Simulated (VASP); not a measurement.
**Pd: single point with PBEsol**

The system is Pd.

```
Pd
1.0
     3.13575    0.00000    0.00000
     0.00000    3.13575    0.00000
     0.00000    0.00000    2.99111
Pd
2
Direct
  0.00000 0.00000 0.00000
  0.50000 0.50000 0.50000
```

This cell differs from its parent crystal: uniaxial strain along c: -3.0 %, then relaxed in part.

```
Program             : VASP 6.6.1
Task                : single point
Functional          : PBEsol
Potentials or basis : VASP PAW PBE potentials, release 64 (Pd)
Cutoff              : 520 eV
k mesh              : 14 × 14 × 14
Occupations         : gaussian, width 0.1 eV
Spin                : no spin polarisation
```

```yaml
Pressure: -0.9 GPa
Band_gap_on_the_k_mesh: zero (bands 10 and 11 overlap by 1.08 eV)
```

Stress tensor (GPa, compression positive):
```
-0.38  0.00  0.00
 0.00 -0.38  0.00
 0.00  0.00 -2.03
```

Levels at points of the mesh, in eV from the Fermi level:
```tsv
k point	band 8	band 9	band 10	band 11	band 12	band 13
(0.00, 0.00, 0.00)	-0.76	0.21	0.21	0.31	8.69	8.69
(0.50, 0.00, 0.00)	-2.14	-1.43	-1.43	0.50	0.50	16.36
(0.50, 0.50, 0.00)	-0.81	0.59	0.59	1.11	1.11	7.62
(0.00, 0.00, 0.50)	-2.46	-1.57	-1.57	1.14	1.14	16.73
(0.50, 0.00, 0.50)	-0.53	0.64	0.64	1.45	1.45	8.14
(0.50, 0.50, 0.50)	-0.74	-0.55	-0.55	8.87	8.87	9.28
```

It took 2.4 min on 1 thread of Intel Xeon 8259CL, on a shared host, peak memory 0.23 GiB.

Caveat: the cell differs from its parent crystal (uniaxial strain along c: -3.0 %, then relaxed in part); the PAW data sets were made with another functional, which shifts forces and pressure a little.
